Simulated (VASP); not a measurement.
A run of VASP 6.6.1 is set up as follows.

File INCAR:

```
ALGO = Normal
EDIFF = 1E-6
ENCUT = 520
GGA = PE
GGA_COMPAT = False
ISIF = 2
ISMEAR = 0
IVDW = 12
LASPH = True
LCHARG = False
LREAL = False
LWAVE = False
NBANDS = 92
NELM = 120
PREC = Accurate
SIGMA = 0.1
```

KPOINTS

```
k-points
0
Gamma
  5 5 5
```

Contents of POSCAR:

```
Sn8HO7
1.0
    3.8365550865      3.8365550865     -4.7594503556
   -3.8365550865      3.8365550865      4.7594503556
    3.8365550865     -3.8365550865      4.7594503556
Sn H O
8 1 7
Direct
    0.2529160010      0.1283898201      0.3813058212
    0.2536399378      0.6224304836      0.8760704214
    0.7463600622      0.6224304836      0.3687905458
    0.7470839990      0.1283898201      0.8754738191
    0.2536399378      0.6312094542      0.3775695164
    0.2529160010      0.1245261809      0.8716101799
    0.7463600622      0.1239295786      0.3775695164
    0.7470839990      0.6186941788      0.8716101799
    0.0000000000      0.0000000000      0.0000000000
    0.0000000000      0.5000000000      0.5000000000
    0.5000000000      0.4901081353     -0.0098918647
    0.5000000000      0.0098918647      0.5098918647
    0.4852827383      0.2426413692      0.2426413692
    0.5147172617      0.7573586308      0.7573586308
    0.0000000000      0.7573586308      0.2426413692
    0.0000000000      0.2426413692      0.7573586308
```

Potentials or basis: VASP PAW PBE potentials, release 64 (Sn_d, H, O).

Command:

```console
$ cat potpaw_PBE.64/Sn_d/POTCAR potpaw_PBE.64/H/POTCAR potpaw_PBE.64/O/POTCAR > POTCAR
$ mpirun -np 1 vasp_std > vasp.out
```

(1) Estimate the band gap on the k mesh.

(2) Predict the dispersion energy per atom.

## Answers

(1) zero (an odd number of electrons rules out a gap without spin polarisation).

(2) -0.231 eV.

Caveat: spin-orbit coupling is left out, which moves the levels of the heavy elements; an odd number of electrons without spin polarisation forces a metal; a magnetic or distorted state may lie lower.
